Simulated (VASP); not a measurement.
Runs of VASP 6.6.1 on SnO. The structure is that of space group Pmn2_1 (No. 31), or close to it. The cells are those of the table. 

| cell | gap on the mesh (eV) | pressure (GPa) | largest force (eV/Å) |
| --- | --- | --- | --- |
| a = 3.298, b = 5.578, c = 4.150 Å, 4 atoms | 1.54 | (b) | 0.13 |
| a = 3.432, b = 5.804, c = 4.318 Å, 4 atoms | 1.67 | (c) | 1.46 |
| a = 3.399, b = 5.749, c = 4.278 Å, 4 atoms | 1.64 | -7.6 | 1.14 |
| a = 3.332, b = 5.636, c = 4.194 Å, 4 atoms | 1.57 | -3.8 | 0.37 |
| a = 3.366, b = 5.693, c = 4.236 Å, 4 atoms | 1.61 | (a) | 0.78 |

Alike in all rows: task single point; level LDA; potentials or basis VASP PAW LDA potentials, release 64 (Sn_d, O); no spin polarisation; k mesh 6 × 4 × 6; cutoff (eV) 520; smearing gaussian 0.01 eV.

Task: Estimate the missing entries.

Result: (a) -5.9; (b) -1.3; (c) -9.0.

Caveats: spin-orbit coupling is left out, which moves the levels of the heavy elements; the cell stands under tension (at least some runs); forces of over 1 eV/Å act on the atoms, so gaps and moduli don't describe the material at rest (at least some runs).

A k mesh can miss the band edges, and the runs leave out spin-orbit coupling on Sn.
